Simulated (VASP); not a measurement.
# GaN (P6_3mc) in VASP: single point with r2SCAN

Aim: the single point of GaN with r2SCAN.

Everything below comes from runs of VASP 6.6.1. Logs are shortened: lines on timing, memory, paths and dates and some standing lists are left out, and cuts for length are marked.

## (1) The cell of the first run

Symmetry: P6_3mc, No. 186, hexagonal system. Conventional cell: a = 3.183 Å, b = 3.183 Å, c = 5.184 Å, α = 90.00°, β = 90.00°, γ = 120.00°. Ga (site symmetry 3m) has 4 N at 1.95 Å within 2.6 Å. N (site symmetry 3m) has 4 Ga at 1.95 Å within 2.6 Å.

## (2) Single point, r2SCAN

Input file POSCAR:

```
GaN
1.0
    3.1831500546      0.0000000000      0.0000000000
   -1.5915750273      2.7566888113      0.0000000000
    0.0000000000      0.0000000000      5.1836268250
Ga N
2 2
Direct
    0.3333333333      0.6666666667     -0.0008868441
    0.6666666667      0.3333333333      0.4991131559
    0.3333333333      0.6666666667      0.3758868441
    0.6666666667      0.3333333333      0.8758868441
```

Input file INCAR.step1:

```
PREC = Accurate ; ENCUT = 1460
ISMEAR = 0 ; SIGMA = 0.01
LREAL = False ; LASPH = True
NELM = 120 ; NBANDS = 26
GGA = PE ; ALGO = Normal
EDIFF = 1E-5 ; LWAVE = True
LCHARG = False ; GGA_COMPAT = False
```

Input file INCAR.step2:

```
PREC = Accurate ; ENCUT = 1460
EDIFF = 1E-6 ; ISMEAR = 0
SIGMA = 0.01 ; LREAL = False
LASPH = True ; NELM = 120
ALGO = Normal ; ISIF = 2
LWAVE = False ; LCHARG = False
METAGGA = R2SCAN ; LMIXTAU = True
NBANDS = 26 ; ISTART = 1
GGA_COMPAT = False
```

Input file KPOINTS:

```
regular mesh
0
Gamma
  12 12 6
```

Potentials or basis: VASP PAW PBE potentials, release 64 (Ga_d, N_h).

Run with:

```sh
$ cat potpaw_PBE.64/Ga_d/POTCAR potpaw_PBE.64/N_h/POTCAR > POTCAR
$ cp INCAR.step1 INCAR
$ mpirun -np 1 vasp_std > vasp.out
$ cp INCAR.step2 INCAR
$ mpirun -np 1 vasp_std > vasp.out
```

OUTCAR:

```text
PREC = Accurate
   ENCUT = 1460
   EDIFF = 1E-6
   ISMEAR = 0
   LREAL = False
   LASPH = True
   NELM = 120
   ISIF = 2
   METAGGA = R2SCAN
   ISTART = 1

 ion  position               nearest neighbor table
   1  0.333  0.667  0.999-   4 1.95   4 1.95   4 1.95   3 1.95
   2  0.667  0.333  0.499-   3 1.95   3 1.95   3 1.95   4 1.95
   3  0.333  0.667  0.376-   2 1.95   2 1.95   2 1.95   1 1.95
   4  0.667  0.333  0.876-   1 1.95   1 1.95   1 1.95   2 1.95

  LATTYP: Found a hexagonal cell.
 ALAT       =     3.1831500546
 C/A-ratio  =     1.6284582053

  Lattice vectors:

 A1 = (   3.1831500546,   0.0000000000,   0.0000000000)
 A2 = (  -1.5915750273,   2.7566888113,   0.0000000000)
 A3 = (   0.0000000000,   0.0000000000,   5.1836268250)

Analysis of symmetry for initial positions (statically):
=====================================================================
 Subroutine PRICEL returns:
 Original cell was already a primitive cell.

 Routine SETGRP: Setting up the symmetry group for a
 hexagonal supercell.

 Subroutine GETGRP returns: Found 12 space group operations
 (whereof  6 operations were pure point group operations)
 out of a pool of 24 trial point group operations.

The static configuration has the point symmetry C_3v.
 The point group associated with its full space group is C_6v.

Analysis of symmetry for dynamics (positions and initial velocities):
=====================================================================
 Subroutine PRICEL returns:
 Original cell was already a primitive cell.

 Routine SETGRP: Setting up the symmetry group for a
 hexagonal supercell.

 Subroutine GETGRP returns: Found 12 space group operations
 (whereof  6 operations were pure point group operations)
 out of a pool of 24 trial point group operations.

The dynamic configuration has the point symmetry C_3v.
 The point group associated with its full space group is C_6v.

 Subroutine INISYM returns: Found 12 space group operations
 (whereof  6 operations are pure point group operations),
 and found     1 'primitive' translations

----------------------------------------------------------------------------------------

                                     Primitive cell

  volume of cell :      45.4861

  direct lattice vectors                    reciprocal lattice vectors
     3.183150055  0.000000000  0.000000000     0.314154213  0.181377019  0.000000000
    -1.591575027  2.756688811  0.000000000     0.000000000  0.362754039  0.000000000
     0.000000000  0.000000000  5.183626825     0.000000000  0.000000000  0.192915122

  length of vectors
     3.183150055  3.183150055  5.183626825     0.362754039  0.362754039  0.192915122

  position of ions in fractional coordinates (direct lattice)
     0.333333333  0.666666667  0.999113156
     0.666666667  0.333333333  0.499113156
     0.333333333  0.666666667  0.375886844
     0.666666667  0.333333333  0.875886844

  ion indices of the primitive-cell ions
   primitive index   ion index
                 1           1
                 2           2
                 3           3
                 4           4

----------------------------------------------------------------------------------------

 KPOINTS: regular mesh

Automatic generation of k-mesh.
 Grid dimensions read from file:
 generate k-points for:   12   12    6

 Generating k-lattice:

  Cartesian coordinates                     Fractional coordinates (reciprocal lattice)
     0.026179518  0.015114752  0.000000000     0.083333333  0.000000000  0.000000000
     0.000000000  0.030229503  0.000000000     0.000000000  0.083333333  0.000000000
     0.000000000  0.000000000  0.032152520     0.000000000  0.000000000  0.166666667

  Length of vectors
     0.030229503  0.030229503  0.032152520

  Shift w.r.t. Gamma in fractional coordinates (k-lattice)
     0.000000000  0.000000000  0.000000000

 Subroutine IBZKPT returns following result:
 ===========================================

 Found     76 irreducible k-points:

 Following reciprocal coordinates:
            Coordinates               Weight
  0.000000  0.000000  0.000000      1.000000
  0.083333  0.000000  0.000000      6.000000
  0.166667  0.000000  0.000000      6.000000
  0.250000  0.000000  0.000000      6.000000
  0.333333  0.000000  0.000000      6.000000
  0.416667  0.000000  0.000000      6.000000
[... 16 lines left out ...]
  0.250000  0.000000  0.166667     12.000000
  0.333333  0.000000  0.166667     12.000000
 [... further k-points ...]
   k-points           NKPTS =     76   k-points in BZ     NKDIM =     76   number of bands    NBANDS=     26
   number of dos      NEDOS =    301   number of ions     NIONS =      4
   total plane-waves  NPLWV = 112000
   dimension x,y,z NGX =    40 NGY =   40 NGZ =   70
   dimension x,y,z NGXF=    80 NGYF=   80 NGZF=  140
   ions per type =               2   2
   NGX,Y,Z   is equivalent  to a cutoff of  20.89, 20.89, 22.45 a.u.
   NGXF,Y,Z  is equivalent  to a cutoff of  41.78, 41.78, 44.90 a.u.
 SYSTEM =  unknown system
   PREC   = accura    normal or accurate (medium, high low for compatibility)
   ISTART =      1    job   : 0-new  1-cont  2-samecut
   ICHARG =      0    charge: 1-file 2-atom 10-const
   ISPIN  =      1    spin polarized calculation?
   LNONCOLLINEAR =      F non collinear calculations
   LSORBIT =      F    spin-orbit coupling
   LASPH  =      T    aspherical Exc in radial PAW
   ENCUT  = 1460.0 eV 107.31 Ry   10.36 a.u.   9.92  9.92 16.15*2*pi/ulx,y,z
   NELM   =    120;   NELMIN=  2; NELMDL=  0     # of ELM steps
   EDIFF  = 0.1E-05   stopping-criterion for ELM
   LREAL  =      F    real-space projection
   EDIFFG = 0.1E-04   stopping-criterion for IOM
   NSW    =      0    number of steps for IOM
   IBRION =     -1    ionic relax: 0-MD 1-quasi-New 2-CG
   NFREE  =      0    steps in history (QN), initial steepest desc. (CG)
   ISIF   =      2    stress and relaxation
   ISYM   =      2    0-nonsym 1-usesym 2-fastsym
   POTIM  = 0.5000    time-step for ionic-motion
   TEBEG  =    0.0;   TEEND  =   0.0 temperature during run
   PSTRESS=    0.0 pullay stress
   NELECT =      36.0000    total number of electrons
   NUPDOWN=      -1.0000    fix difference up-down
   EMIN   =  10.00;   EMAX   =-10.00  energy-range for DOS
   EFERMI =   0.00;   METHOD = LEGACY
   ISMEAR =     0;   SIGMA  =   0.01  broadening in eV -4-tet -1-fermi 0-gaus
   EFERMI_NEDOS =   21; number of points for ismear=-14 and -15
   IALGO  =     38    algorithm
   IMIX   =      4    mixing-type and parameters
     AMIX     =   0.40;   BMIX     =  1.00
     AMIX_MAG =   1.60;   BMIX_MAG =  1.00
  volume/ion in A,a.u.               =      11.37        76.74
  Fermi-wavevector in a.u.,A,eV,Ry     =   1.514315  2.861640 31.200186  2.293149
  Thomas-Fermi vector in A             =   2.623989
   LORBIT       =      0    0 simple, 1 ext, 2 COOP (PROOUT), +10 PAW based schemes
   METAGGA = R2SCAN    functional components
   LHFCALC =     F    Hartree Fock is set to
   AEXX    =    0.0000 exact exchange contribution
   IVDW    =     0    specifies the selected vdW correction
   LEPSILON=     F    determine dielectric tensor
   LRPA    =     F    only Hartree local field effects (RPA)
 non-spin polarized calculation
 Gauss-broadening in eV      SIGMA  =   0.01
  energy-cutoff  :     1460.00
  volume of cell :       45.49
 maximum number of plane-waves:      5790
 NGX is ok and might be reduce to    40
   NGX = 19   NGY = 19   NGZ = 33

 number of electron      36.0000001 magnetization

 Free energy of the ion-electron system (eV)
  ---------------------------------------------------
  ext. energy  EPLUGINS =         0.00000000
  ---------------------------------------------------
  free energy    TOTEN  =       -43.82803764 eV

  energy without entropy =      -43.82803764  energy(sigma->0) =      -43.82803764

 E-fermi :   5.4674     XC(G=0): -12.6556

 val. band max:        5.3981584158   @ k =   0.0000   0.0000   0.0000
 cond. band min:       7.7404502257   @ k =   0.0000   0.0000   0.0000
 fundamental gap:      2.3422918099
 Fermi energy:         5.4673670822

 k-point     1 :       0.0000    0.0000    0.0000
  band No.  band energies     occupation
      1     -11.4153      2.00000
      2     -10.4091      2.00000
      3      -8.4303      2.00000
      4      -8.4147      2.00000
      5      -8.4147      2.00000
      6      -8.3463      2.00000
[... 18 lines left out ...]
     25      17.8880      0.00000
     26      17.8880      0.00000

 k-point     2 :       0.0833    0.0000    0.0000
  band No.  band energies     occupation
      1     -11.3459      2.00000
      2     -10.3887      2.00000
      3      -8.4239      2.00000
      4      -8.4041      2.00000
      5      -8.3912      2.00000
      6      -8.3377      2.00000
[... 18 lines left out ...]
     25      17.5294      0.00000
     26      18.0538      0.00000

 k-point     3 :       0.1667    0.0000    0.0000
  band No.  band energies     occupation
      1     -11.1554      2.00000
      2     -10.3375      2.00000
      3      -8.3986      2.00000
      4      -8.3779      2.00000
      5      -8.3297      2.00000
      6      -8.2987      2.00000
[... 18 lines left out ...]
     25      17.5583      0.00000
     26      18.4382      0.00000

 k-point     4 :       0.2500    0.0000    0.0000
  band No.  band energies     occupation
      1     -10.8968      2.00000
      2     -10.2788      2.00000
      3      -8.3710      2.00000
      4      -8.3506      2.00000
      5      -8.2779      2.00000
      6      -8.2396      2.00000
[... 18 lines left out ...]
     25      17.5851      0.00000
     26      18.9754      0.00000
[... 496 lines left out ...]
      1     -11.0838      2.00000
      2     -10.3685      2.00000
      3      -8.3935      2.00000
      4      -8.3739      2.00000
      5      -8.3295      2.00000
      6      -8.3001      2.00000
[... 18 lines left out ...]
     25      17.1652      0.00000
     26      18.2153      0.00000

 k-point    23 :       0.2500    0.0000    0.1667
  band No.  band energies     occupation
      1     -10.8378      2.00000
      2     -10.2992      2.00000
      3      -8.3701      2.00000
      4      -8.3438      2.00000
      5      -8.2904      2.00000
      6      -8.2475      2.00000
[... 18 lines left out ...]
     25      17.2916      0.00000
     26      18.7881      0.00000

 k-point    24 :       0.3333    0.0000    0.1667
  band No.  band energies     occupation
      1     -10.6058      2.00000
      2     -10.2450      2.00000
      3      -8.3579      2.00000
      4      -8.3245      2.00000
      5      -8.2578      2.00000
      6      -8.1968      2.00000
[... 18 lines left out ...]
     25      17.5347      0.00000
     26      19.3444      0.00000

 [... further k-points ...]
[... 5 lines left out ...]
  --------------------------------------------------------------------------------------
  -------------------------------------------------------------------------------------
  Total        0.2855944      0.2855944      0.2855000      0.0000000      0.0000000      0.0000000
  in kB       10.0596243     10.0596243     10.0562971      0.0000000      0.0000000      0.0000000
  external PRESSURE =      10.0585152 kB  Pullay stress =       0.0000000 kB

 VOLUME and BASIS-vectors are now :
 -----------------------------------------------------------------------------
  energy-cutoff  :     1460.00
  volume of cell :       45.49
      direct lattice vectors                 reciprocal lattice vectors
     3.183150055  0.000000000  0.000000000     0.314154213  0.181377019  0.000000000
    -1.591575027  2.756688811  0.000000000     0.000000000  0.362754039  0.000000000
     0.000000000  0.000000000  5.183626825     0.000000000  0.000000000  0.192915122

 POSITION                                       TOTAL-FORCE (eV/Angst)
 -----------------------------------------------------------------------------------
     -0.00000      1.83779      5.17903         0.000000     -0.000000     -0.000068
      1.59158      0.91890      2.58722        -0.000000      0.000000     -0.000068
     -0.00000      1.83779      1.94846         0.000000     -0.000000      0.000068
      1.59158      0.91890      4.54027        -0.000000      0.000000      0.000068
 -----------------------------------------------------------------------------------
    total drift:                               -0.000000      0.000000     -0.008092

  FREE ENERGIE OF THE ION-ELECTRON SYSTEM (eV)
  ---------------------------------------------------
  free  energy   TOTEN  =       -43.8280376383 eV

  energy  without entropy=      -43.8280376383  energy(sigma->0) =      -43.82803764
```

It took 16 min on 1 thread of AMD EPYC 9R45 (Zen 5), shared host; peak memory 0.58 GiB.

What came out:

* Free energy: -43.8280 eV
* Pressure: 1.0 GPa
* Band gap on the k mesh: 2.34 eV

Levels at points of the mesh, in eV from the valence-band top:
```
           k point  band 15  band 16  band 17  band 18  band 19  band 20  band 21  band 22
(0.00, 0.00, 0.00)    -1.07    -0.04     0.00     0.00     2.34     4.81     9.96    10.59
(0.50, 0.00, 0.00)    -4.30    -2.83    -2.24    -1.03     5.58     6.12     6.55     9.35
(0.00, 0.00, 0.50)    -0.55    -0.55    -0.55    -0.55     4.77     4.77     9.18     9.18
(0.50, 0.00, 0.50)    -2.01    -2.01    -1.95    -1.95     4.89     4.89     8.42     8.42
```

Caveat: the PAW data sets were made with another functional, which shifts forces and pressure a little. r2SCAN opens gaps a little over a GGA but as a rule still falls short of measured ones.
